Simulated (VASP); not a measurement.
# Hf (Im-3m) in VASP: single point with PBE

Aim: the single point of Hf with PBE.

Everything below comes from runs of VASP 6.6.1. Logs are shortened: lines on timing, memory, paths and dates and some standing lists are left out, and cuts for length are marked.

## (1) The cell of the first run

The structure is cubic, space group Im-3m (No. 229). The conventional cell has a = 3.610 Å, b = 3.610 Å, c = 3.610 Å, α = 90.00°, β = 90.00°, γ = 90.00°. Hf (site symmetry m-3m) has 14 Hf at 3.13 to 3.61 Å within 4.1 Å.

## (2) Single point, PBE

The input, INCAR:

```
PREC = Accurate ; ENCUT = 520
EDIFF = 1E-6 ; ISMEAR = 0
SIGMA = 0.05 ; LREAL = False
LASPH = True ; NELM = 100
ALGO = Normal ; ISIF = 2
LWAVE = False ; LCHARG = False
GGA = PE ; NBANDS = 11
```

The input, KPOINTS:

```
Automatic mesh
0
Gamma
  16 16 16
```

The input, POSCAR:

```
Hf
1.0
   -1.8050000000      1.8050000000      1.8050000000
    1.8050000000     -1.8050000000      1.8050000000
    1.8050000000      1.8050000000     -1.8050000000
Hf
1
Direct
    0.0000000000      0.0000000000      0.0000000000
```

Potentials or basis: VASP PAW PBE potentials, release 64 (Hf_pv).

Started as:

```sh
$ cat potpaw_PBE.64/Hf_pv/POTCAR > POTCAR
$ mpirun -np 1 vasp_std > vasp.out
```

OUTCAR:

```text
PREC = Accurate
   ENCUT = 520
   EDIFF = 1E-6
   ISMEAR = 0
   LREAL = False
   LASPH = True
   NELM = 100
   ISIF = 2
   GGA = PE

 ion  position               nearest neighbor table
   1  0.000  0.000  0.000-

  LATTYP: Found a body centered cubic cell.
 ALAT       =     3.6100000000

  Lattice vectors:

 A1 = (  -1.8050000000,   1.8050000000,   1.8050000000)
 A2 = (   1.8050000000,  -1.8050000000,   1.8050000000)
 A3 = (   1.8050000000,   1.8050000000,  -1.8050000000)

Analysis of symmetry for initial positions (statically):
=====================================================================
 Subroutine PRICEL returns:
 Original cell was already a primitive cell.

 Routine SETGRP: Setting up the symmetry group for a
 body centered cubic supercell.

 Subroutine GETGRP returns: Found 48 space group operations
 (whereof 48 operations were pure point group operations)
 out of a pool of 48 trial point group operations.

The static configuration has the point symmetry O_h .

Analysis of symmetry for dynamics (positions and initial velocities):
=====================================================================
 Subroutine PRICEL returns:
 Original cell was already a primitive cell.

 Routine SETGRP: Setting up the symmetry group for a
 body centered cubic supercell.

 Subroutine GETGRP returns: Found 48 space group operations
 (whereof 48 operations were pure point group operations)
 out of a pool of 48 trial point group operations.

The dynamic configuration has the point symmetry O_h .

 Subroutine INISYM returns: Found 48 space group operations
 (whereof 48 operations are pure point group operations),
 and found     1 'primitive' translations

----------------------------------------------------------------------------------------

                                     Primitive cell

  volume of cell :      23.5229

  direct lattice vectors                    reciprocal lattice vectors
    -1.805000000  1.805000000  1.805000000     0.000000000  0.277008310  0.277008310
     1.805000000 -1.805000000  1.805000000     0.277008310  0.000000000  0.277008310
     1.805000000  1.805000000 -1.805000000     0.277008310  0.277008310  0.000000000

  length of vectors
     3.126351708  3.126351708  3.126351708     0.391748909  0.391748909  0.391748909

  position of ions in fractional coordinates (direct lattice)
     0.000000000  0.000000000  0.000000000

  ion indices of the primitive-cell ions
   primitive index   ion index
                 1           1

----------------------------------------------------------------------------------------

 KPOINTS: Automatic mesh

Automatic generation of k-mesh.
 Grid dimensions read from file:
 generate k-points for:   16   16   16

 Generating k-lattice:

  Cartesian coordinates                     Fractional coordinates (reciprocal lattice)
     0.000000000  0.017313019  0.017313019     0.062500000  0.000000000  0.000000000
     0.017313019  0.000000000  0.017313019     0.000000000  0.062500000  0.000000000
     0.017313019  0.017313019  0.000000000     0.000000000  0.000000000  0.062500000

  Length of vectors
     0.024484307  0.024484307  0.024484307

  Shift w.r.t. Gamma in fractional coordinates (k-lattice)
     0.000000000  0.000000000  0.000000000

 Subroutine IBZKPT returns following result:
 ===========================================

 Found    145 irreducible k-points:

 Following reciprocal coordinates:
            Coordinates               Weight
  0.000000  0.000000  0.000000      1.000000
  0.062500  0.000000  0.000000     12.000000
  0.125000  0.000000  0.000000     12.000000
  0.187500  0.000000  0.000000     12.000000
  0.250000  0.000000  0.000000     12.000000
  0.312500  0.000000  0.000000     12.000000
[... 16 lines left out ...]
  0.187500  0.187500  0.000000     24.000000
  0.250000  0.187500  0.000000     48.000000
 [... further k-points ...]
   k-points           NKPTS =    145   k-points in BZ     NKDIM =    145   number of bands    NBANDS=     11
   number of dos      NEDOS =    301   number of ions     NIONS =      1
   total plane-waves  NPLWV =  13824
   dimension x,y,z NGX =    24 NGY =   24 NGZ =   24
   dimension x,y,z NGXF=    48 NGYF=   48 NGZF=   48
   ions per type =               1
   NGX,Y,Z   is equivalent  to a cutoff of  12.76, 12.76, 12.76 a.u.
   NGXF,Y,Z  is equivalent  to a cutoff of  25.52, 25.52, 25.52 a.u.
 SYSTEM =  unknown system
   PREC   = accura    normal or accurate (medium, high low for compatibility)
   ISTART =      0    job   : 0-new  1-cont  2-samecut
   ICHARG =      2    charge: 1-file 2-atom 10-const
   ISPIN  =      1    spin polarized calculation?
   LNONCOLLINEAR =      F non collinear calculations
   LSORBIT =      F    spin-orbit coupling
   LASPH  =      T    aspherical Exc in radial PAW
   ENCUT  =  520.0 eV  38.22 Ry    6.18 a.u.   5.81  5.81  5.81*2*pi/ulx,y,z
   NELM   =    100;   NELMIN=  2; NELMDL= -5     # of ELM steps
   EDIFF  = 0.1E-05   stopping-criterion for ELM
   LREAL  =      F    real-space projection
   EDIFFG = 0.1E-04   stopping-criterion for IOM
   NSW    =      0    number of steps for IOM
   IBRION =     -1    ionic relax: 0-MD 1-quasi-New 2-CG
   NFREE  =      0    steps in history (QN), initial steepest desc. (CG)
   ISIF   =      2    stress and relaxation
   ISYM   =      2    0-nonsym 1-usesym 2-fastsym
   POTIM  = 0.5000    time-step for ionic-motion
   TEBEG  =    0.0;   TEEND  =   0.0 temperature during run
   PSTRESS=    0.0 pullay stress
   NELECT =      10.0000    total number of electrons
   NUPDOWN=      -1.0000    fix difference up-down
   EMIN   =  10.00;   EMAX   =-10.00  energy-range for DOS
   EFERMI =   0.00;   METHOD = LEGACY
   ISMEAR =     0;   SIGMA  =   0.05  broadening in eV -4-tet -1-fermi 0-gaus
   EFERMI_NEDOS =   21; number of points for ismear=-14 and -15
   IALGO  =     38    algorithm
   IMIX   =      4    mixing-type and parameters
     AMIX     =   0.40;   BMIX     =  1.00
     AMIX_MAG =   1.60;   BMIX_MAG =  1.00
  volume/ion in A,a.u.               =      23.52       158.74
  Fermi-wavevector in a.u.,A,eV,Ry     =   1.230961  2.326179 20.616432  1.515265
  Thomas-Fermi vector in A             =   2.365789
   LORBIT       =      0    0 simple, 1 ext, 2 COOP (PROOUT), +10 PAW based schemes
   GGA     = PE    functional components
   LHFCALC =     F    Hartree Fock is set to
   AEXX    =    0.0000 exact exchange contribution
   IVDW    =     0    specifies the selected vdW correction
   LEPSILON=     F    determine dielectric tensor
   LRPA    =     F    only Hartree local field effects (RPA)
 non-spin polarized calculation
 Gauss-broadening in eV      SIGMA  =   0.05
  energy-cutoff  :      520.00
  volume of cell :       23.52
 maximum number of plane-waves:       682
   NGX = 11   NGY = 11   NGZ = 11

 number of electron      10.0000001 magnetization

 Free energy of the ion-electron system (eV)
  ---------------------------------------------------
  ext. energy  EPLUGINS =         0.00000000
  ---------------------------------------------------
  free energy    TOTEN  =        -9.72263092 eV

  energy without entropy =       -9.72065481  energy(sigma->0) =       -9.72164286

 E-fermi :   4.2388     XC(G=0): -11.0572

 val. band max:        4.2282179771   @ k =   0.2500   0.2500   0.0000
 cond. band min:       4.2494644303   @ k =   0.1875   0.1250   0.0625
 fundamental gap:      0.0212464532
 Fermi energy:         4.2387646169

 k-point     1 :       0.0000    0.0000    0.0000
  band No.  band energies     occupation
      1     -25.7812      2.00000
      2     -25.7812      2.00000
      3     -25.7812      2.00000
      4      -2.6287      2.00000
      5       5.7329      0.00000
      6       5.7329      0.00000
      7       5.7329      0.00000
      8       8.3700      0.00000
      9       8.3700      0.00000
     10      17.2896      0.00000
     11      17.2896      0.00000

 k-point     2 :       0.0625    0.0000    0.0000
  band No.  band energies     occupation
      1     -25.8090      2.00000
      2     -25.7900      2.00000
      3     -25.7812      2.00000
      4      -2.4922      2.00000
      5       5.6372      0.00000
      6       5.6965      0.00000
      7       5.8664      0.00000
      8       8.2157      0.00000
      9       8.3688      0.00000
     10      17.3283      0.00000
     11      17.4181      0.00000

 k-point     3 :       0.1250    0.0000    0.0000
  band No.  band energies     occupation
      1     -25.8877      2.00000
      2     -25.8150      2.00000
      3     -25.7814      2.00000
      4      -2.0956      2.00000
      5       5.3794      0.00000
      6       5.5406      0.00000
      7       6.2622      0.00000
      8       7.9280      0.00000
      9       8.3760      0.00000
     10      17.3255      0.00000
     11      17.7117      0.00000

 k-point     4 :       0.1875    0.0000    0.0000
  band No.  band energies     occupation
      1     -26.0033      2.00000
      2     -25.8522      2.00000
      3     -25.7818      2.00000
      4      -1.4801      2.00000
      5       5.0283      0.00000
      6       5.2077      0.00000
      7       6.9068      0.00000
      8       7.7965      0.00000
      9       8.4161      0.00000
     10      17.3225      0.00000
     11      17.8114      0.00000
[... 239 lines left out ...]
 k-point    22 :       0.4375    0.1250    0.0000
  band No.  band energies     occupation
      1     -26.4364      2.00000
      2     -26.0406      2.00000
      3     -25.8201      2.00000
      4       1.4246      2.00000
      5       3.8491      2.00000
      6       4.7349      0.00000
      7       8.0138      0.00000
      8       9.2538      0.00000
      9      11.8252      0.00000
     10      13.0534      0.00000
     11      15.2768      0.00000

 k-point    23 :       0.1875    0.1875    0.0000
  band No.  band energies     occupation
      1     -26.2531      2.00000
      2     -25.9472      2.00000
      3     -25.8306      2.00000
      4       0.3761      2.00000
      5       4.1154      1.99952
      6       4.4404      0.00000
      7       7.6208      0.00000
      8       8.9753      0.00000
      9       9.2453      0.00000
     10      15.9301      0.00000
     11      17.3338      0.00000

 k-point    24 :       0.2500    0.1875    0.0000
  band No.  band energies     occupation
      1     -26.3221      2.00000
      2     -26.0050      2.00000
      3     -25.8396      2.00000
      4       1.1164      2.00000
      5       3.8429      2.00000
      6       4.3022      0.07277
      7       7.8178      0.00000
      8       9.0152      0.00000
      9      10.3461      0.00000
     10      14.6502      0.00000
     11      17.2869      0.00000

 [... further k-points ...]

------------------------ aborting loop because EDIFF is reached ----------------------------------------

  FORCE on cell =-STRESS in cart. coord.  units (eV):
  Direction    XX          YY          ZZ          XY          YZ          ZX
  --------------------------------------------------------------------------------------
  -------------------------------------------------------------------------------------
  Total       -0.8142437     -0.8142437     -0.8142437      0.0000000     -0.0000000      0.0000000
  in kB      -55.4591709    -55.4591709    -55.4591709      0.0000000     -0.0000000      0.0000000
  external PRESSURE =     -55.4591709 kB  Pullay stress =       0.0000000 kB

 VOLUME and BASIS-vectors are now :
 -----------------------------------------------------------------------------
  energy-cutoff  :      520.00
  volume of cell :       23.52
      direct lattice vectors                 reciprocal lattice vectors
    -1.805000000  1.805000000  1.805000000     0.000000000  0.277008310  0.277008310
     1.805000000 -1.805000000  1.805000000     0.277008310  0.000000000  0.277008310
     1.805000000  1.805000000 -1.805000000     0.277008310  0.277008310  0.000000000

 POSITION                                       TOTAL-FORCE (eV/Angst)
 -----------------------------------------------------------------------------------
      0.00000      0.00000      0.00000         0.000000      0.000000     -0.000000
 -----------------------------------------------------------------------------------
    total drift:                                0.000000      0.000000     -0.000000

  FREE ENERGIE OF THE ION-ELECTRON SYSTEM (eV)
  ---------------------------------------------------
  free  energy   TOTEN  =        -9.7226309171 eV

  energy  without entropy=       -9.7206548096  energy(sigma->0) =       -9.72164286
```

It took 13 s on 1 thread of Intel Xeon Platinum 8375C at 2.90GHz (Ice Lake), shared host; peak memory 0.16 GiB.

What came out:

```
Free energy            : -9.7226 eV
Pressure               : -5.5 GPa
Band gap on the k mesh : zero (band 5 reaches 5.73 eV, above the bottom of band 6 at 3.55 eV)
```

Caveat: spin-orbit coupling is left out, which moves the levels of the heavy elements.
